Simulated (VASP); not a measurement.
Wanted: the native input for a VASP 6.6.1 run.

```yaml
Task: single point
Functional: LDA
Potentials_or_basis: VASP PAW LDA potentials, release 64 (Mo_sv)
Cutoff: 520 eV
k_mesh: 18 × 18 × 18
Occupations: gaussian, width 0.15 eV
Spin: no spin polarisation
Dipole_correction: no
Further_INCAR_settings: ALGO = Normal; EDIFF = 1e-06; NBANDS = 13
```

The structure of Mo lies in POSCAR:

```
Mo
1.0
    2.4619593575      0.0000000000      0.0000000000
   -1.2309796787      2.1321193467      0.0000000000
    0.0000000000      0.0000000000      2.5551807000
Mo
1
Direct
    0.0000000000      0.0000000000      0.5000000000
```

This isn't the form of Mo at room conditions, which is bcc.

This cell differs from its parent crystal: strain -0.1000 x Voigt [1, 1, 0, 0, 0, 0].

These files were run (other wordings do the same):

INCAR

```
SYSTEM = Mo
PREC = Accurate
ENCUT = 520
EDIFF = 1E-6
ISMEAR = 0
SIGMA = 0.15
LREAL = .FALSE.
LASPH = .TRUE.
NELM = 100
ALGO = Normal
ISIF = 2
LWAVE = .FALSE.
LCHARG = .FALSE.
GGA = CA
NBANDS = 13
```

KPOINTS

```
regular mesh
0
G
  18 18 18
  0 0 0
```

Potentials or basis: VASP PAW LDA potentials, release 64 (Mo_sv).

Launch:

```sh
$ cat potpaw_LDA.64/Mo_sv/POTCAR > POTCAR
$ mpirun -np 1 vasp_std > vasp.out
```

Results of the run:

```json
{
  "Pressure": "65.6 GPa",
  "Band gap on the k mesh": "zero (bands 7 and 8 overlap by 2.69 eV)"
}
```

Caveat: the cell differs from its parent crystal (strain -0.1000 x Voigt [1, 1, 0, 0, 0, 0]); the stress differs along the axes, from 26 to 85 GPa.

Wall time 58 s on 1 thread of Intel Xeon 8259CL, with other jobs on the host, peak memory 0.17 GiB.
